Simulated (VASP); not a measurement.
Crystal: In3As.

```xyz
4
Lattice="4.6717 0.0000 0.0000 0.0000 4.6717 0.0000 0.0000 0.0000 4.6717" Properties=species:S:1:pos:R:3 pbc="T T T"
In    2.3358    2.3358    0.0000
In    2.3358    0.0000    2.3358
In    0.0000    2.3358    2.3358
As    0.0000    0.0000    0.0000
```

Program: VASP 6.6.1. Alike in all runs: task single point; potentials or basis VASP PAW PBE potentials, release 64 (In_d, As); no spin polarisation; cell as given; cutoff (eV) 520.

Order these runs on this cell by their pressure, lowest first.
A. level r2SCAN; k mesh 5 × 5 × 5; smearing fermi-dirac 0.05 eV
B. level PBEsol+D3(BJ); k mesh 6 × 6 × 6; smearing fermi-dirac 0.05 eV
C. level PBEsol; k mesh 6 × 6 × 6; smearing fermi-dirac 0.05 eV
D. level RPBE; k mesh 6 × 6 × 6; smearing gaussian 0.02 eV

B (-4.7 GPa), C (-2.4 GPa), A (-0.5 GPa), D (2.2 GPa).

Caveats: the PAW data sets were made with another functional, which shifts forces and pressure a little; three body term missing (some runs); pairwise dispersion overbinds metals, which lowers pressure and volume (some runs).
